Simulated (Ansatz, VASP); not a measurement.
## InAs: VASP beside Ansatz

File POSCAR:

```
InAs
1.0
    0.0000000000      2.8773040000      2.8773040000
    2.8773040000      0.0000000000      2.8773040000
    2.8773040000      2.8773040000      0.0000000000
In As
1 1
Direct
    0.5000000000      0.5000000000      0.5000000000
    0.0000000000      0.0000000000      0.0000000000
```

The input INCAR.step1:

```
SYSTEM = InAs
ALGO = Normal
EDIFF = 1E-5
ENCUT = 550
GGA = PE
GGA_COMPAT = .False.
ISMEAR = 0
LASPH = .True.
LCHARG = .False.
LREAL = .False.
LWAVE = .True.
NBANDS = 16
NELM = 120
PREC = Accurate
SIGMA = 0.1
```

The input INCAR.step2:

```
SYSTEM = InAs
ALGO = Normal
BPARAM = 11.95
CPARAM = 0.0093
EDIFF = 1E-6
ENCUT = 550
GGA_COMPAT = .False.
ISIF = 2
ISMEAR = 0
ISTART = 1
IVDW_NL = 2
LASPH = .True.
LCHARG = .True.
LELF = .True.
LMIXTAU = .True.
LREAL = .False.
LUSE_VDW = .True.
LVHAR = .True.
LWAVE = .False.
METAGGA = R2SCAN
NBANDS = 16
NELM = 120
PREC = Accurate
SIGMA = 0.1
```

The input KPOINTS:

```
k-points
0
Gamma
  6 6 6
  0 0 0
```

Input for Ansatz:

```yaml
crystal:
  lattice:
    - [0.0, 2.877304, 2.877304]
    - [2.877304, 0.0, 2.877304]
    - [2.877304, 2.877304, 0.0]
  atoms:
    - { symbol: In, position: [0.5, 0.5, 0.5] }
    - { symbol: As, position: [0.0, 0.0, 0.0] }
basis:
  ecutwfc: 500
kpoints:
  mp_grid: { grid: [6, 6, 6] }
hamiltonian:
  xc: r2scan
  dispersion: rvv10
scf:
  occupations: { method: gaussian, width: 0.1 }
output:
  forces: true
  stress: true
  eigenvalues: true
```

Alike in both runs: task single point; functional r2SCAN; dispersion rVV10; k mesh 6 × 6 × 6; occupations gaussian, width 0.1 eV; no spin polarisation.

|  | VASP | Ansatz |
| --- | --- | --- |
| version | VASP 6.6.1 | Ansatz 0.2.0 |
| potentials or method | VASP PAW PBE potentials, release 64 (In_d, As), cutoff 550 eV | scalar-relativistic, plane waves, PAW |
| valence electrons in the cell | 18 | 28 |

VASP gave:

| Item | Value |
| --- | --- |
| gap on the k mesh at the Fermi level (eV) | none |
| pressure (GPa) | -2.9 |

Question: What did Ansatz give for the same quantities?

Answer: gap on the k mesh at the Fermi level (eV): none; pressure (GPa): -3.1.

VASP's potentials were made for PBE, not for r2SCAN. A gap of «none» marks a metal or a gap that the smearing closes. VASP's potentials hold 18 valence electrons a cell and Ansatz's 28, so a difference there can come from the potentials and not from the codes.
